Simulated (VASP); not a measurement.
Crystal: ScHO2.

```
Sc H O
1.0
     3.19378    0.00000    0.00000
    -1.59689    2.76589    0.00000
     0.00000    0.00000    8.97696
Sc H O
2 2 4
Direct
  0.00000 0.00000 0.50110
  0.00000 0.00000 0.00110
  0.66667 0.33333 0.76671
  0.33333 0.66667 0.26671
  0.66667 0.33333 0.61293
  0.66667 0.33333 0.88293
  0.33333 0.66667 0.11293
  0.33333 0.66667 0.38293
```

This cell differs from its parent crystal: mode 1 (-750.6 1/cm) frozen in at 0.15 Å.

- Program: VASP 6.6.1
- Task: relaxation of cell and atoms
- Functional: PBEsol
- Potentials or basis: VASP PAW PBE potentials, release 64 (Sc_sv, H, O)
- Cutoff: 600 eV
- k mesh: 12 × 12 × 4
- Occupations: gaussian, width 0.05 eV
- Spin: no spin polarisation

At the start: pressure 3.2 GPa; volume 9.91 Å³/atom.

Task: Where does the relaxation end?

Result: Over 16 steps the energy falls by 14.9 meV/atom and the volume is 10.26 Å³/atom (+3.5 %); space group P6_3mc (No. 186, to 0.05 Å).

Step by step:
```tsv
step	energy change (eV)	largest force (eV/Å)	pressure (GPa)	volume (Å³)
1	0.0000	0.8491	3.24	79.30
2	0.0173	1.4644	-1.91	81.61
3	-0.0766	0.4907	0.54	80.35
4	-0.0978	0.2567	-0.39	81.01
5	-0.0979	0.2586	-0.45	81.05
6	-0.1055	0.1477	0.49	80.89
7	-0.1073	0.2360	1.16	80.78
8	-0.1117	0.1307	1.08	80.95
9	-0.1164	0.0947	1.04	81.35
10	-0.1165	0.1225	1.02	81.40
11	-0.1189	0.0227	0.36	81.85
12	-0.1192	0.0194	0.12	82.03
13	-0.1192	0.0264	0.07	82.06
14	-0.1192	0.0237	0.06	82.05
15	-0.1192	0.0113	-0.02	82.10
16	-0.1192	0.0060	-0.02	82.09
```

Final structure:
```
Sc H O
1.0
     3.20345    0.00000    0.00000
    -1.60173    2.77427    0.00000
     0.00000    0.00000    9.23696
Sc H O
2 2 4
Cartesian
  0.0000 0.0000 4.6704
  0.0000 0.0000 0.0519
  1.6017 0.9248 7.1155
  0.0000 1.8495 2.4970
  1.6017 0.9248 5.5903
  1.6017 0.9248 8.1517
  0.0000 1.8495 0.9718
  0.0000 1.8495 3.5332
```

Caveat: the cell differs from its parent crystal (mode 1 (-750.6 1/cm) frozen in at 0.15 Å); the PAW data sets were made with another functional, which shifts forces and pressure a little.
